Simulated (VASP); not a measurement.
Here is a VASP 6.6.1 calculation.

Contents of INCAR:

```
PREC = Accurate
ENCUT = 520
EDIFF = 1E-7
ISMEAR = 0
SIGMA = 0.1
LREAL = F
LASPH = T
NELM = 60
ALGO = Normal
ISIF = 2
LWAVE = F
LCHARG = F
GGA = PE
NBANDS = 16
```

Contents of KPOINTS:

```
Automatic mesh
0
Gamma
  6 6 6
```

Contents of POSCAR:

```
CdF
1.0
    0.0000000000      2.6940000000      2.6940000000
    2.6940000000      0.0000000000      2.6940000000
    2.6940000000      2.6940000000      0.0000000000
Cd F
1 1
Direct
    0.0000000000      0.0000000000      0.0000000000
    0.7500000000      0.7500000000      0.7500000000
```

Potentials or basis: VASP PAW PBE potentials, release 64 (Cd, F).

Command:

```sh
$ cat potpaw_PBE.64/Cd/POTCAR potpaw_PBE.64/F/POTCAR > POTCAR
$ mpirun -np 1 vasp_std > vasp.out
```

(1) What does it give for the pressure?

Answers

(1) 3.7 GPa.

Caveat: an odd number of electrons without spin polarisation forces a metal; a magnetic or distorted state may lie lower.
